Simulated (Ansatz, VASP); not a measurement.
# PtS2 in VASP and in Ansatz

INCAR

```
SYSTEM = PtS2
PREC = Accurate
ENCUT = 520
EDIFF = 1E-6
ISMEAR = 0
SIGMA = 0.01
LREAL = .False.
LASPH = .True.
NELM = 60
ALGO = Normal
ISIF = 2
LWAVE = .False.
LCHARG = .False.
GGA = PS
IBRION = 2
NSW = 50
EDIFFG = -0.002
```

Contents of KPOINTS:

```
regular mesh
0
Gamma
  10 10 6
  0 0 0
```

The input POSCAR:

```
PtS2
1.0
    3.5733777869      0.0000000000      0.0000000000
   -1.7866888934      3.0946359408      0.0000000000
    0.0000000000      0.0000000000      4.7134217635
Pt S
1 2
Direct
    0.0000000000      0.0000000000      0.0000000000
    0.3333333333      0.6666666667      0.2524636773
    0.6666666667      0.3333333333      0.7475363227
```

Input for Ansatz:

```yaml
crystal:
  lattice:
    - [3.57337778687, 0.0, 0.0]
    - [-1.78668889344, 3.09463594075, 0.0]
    - [0.0, 0.0, 4.71342176345]
  atoms:
    - { symbol: Pt, position: [0.0, 0.0, 0.0] }
    - { symbol: S, position: [0.333333333333, 0.666666666667, 0.252463677261] }
    - { symbol: S, position: [0.666666666667, 0.333333333333, 0.747536322739] }
kpoints:
  mp_grid: { grid: [10, 10, 6] }
scf:
  occupations: { method: fixed }
  convergence: { dr2_threshold: 1.0e-10 }
hamiltonian:
  xc: pbesol
  pseudopotentials: { kind: all_electron, lapw: { basis_error: 0.0005 } }
output:
  forces: true
  stress: true
  eigenstates:
    kpoints:
      - [0.0, 0.0, 0.0]
      - [-0.333333333, 0.333333333, -0.25]
      - [0.0, -0.333333333, -0.25]
      - [-0.333333333, 0.0, 0.25]
      - [-0.294745426, 0.147372732, 0.500000098]
      - [-0.147372693, -0.147372732, 0.500000098]
      - [-0.147372693, 0.294745426, -0.500000098]
      - [-0.666666667, 0.333333333, 0.0]
      - [0.0, 0.0, -0.5]
      - [-0.5, 0.0, 0.0]
      - [-0.5, 0.5, 0.0]
      - [0.0, -0.5, 0.0]
      - [-0.5, 0.0, -0.5]
      - [-0.5, 0.5, 0.5]
      - [0.0, -0.5, 0.5]
relax:
  f_tol: 0.002
  max_steps: 30
```

Change from the starting cell: z stretched by -0.5 %, x and y held.

Alike in both runs: task relaxation of the atoms; functional PBEsol; k mesh 10 × 10 × 6; no spin polarisation.

```csv
,VASP,Ansatz
version,VASP 6.6.1,Ansatz 0.2.0
potentials or method,"VASP PAW PBE potentials, release 64 (Pt, S), cutoff 520 eV","all-electron LAPW, scalar-relativistic"
occupations,"gaussian, width 0.01 eV",fixed
```

```tsv
	VASP	Ansatz	Ansatz less VASP
gap on the k mesh at the Fermi level, each at its own relaxed structure (eV)	0.15	0.14	-0.006
```

VASP's potentials were made for PBE, not for PBEsol. Ansatz ran all-electron here, and VASP with PAW potentials. Ansatz's warnings: metallic iterate.

Spin-orbit coupling is off throughout.
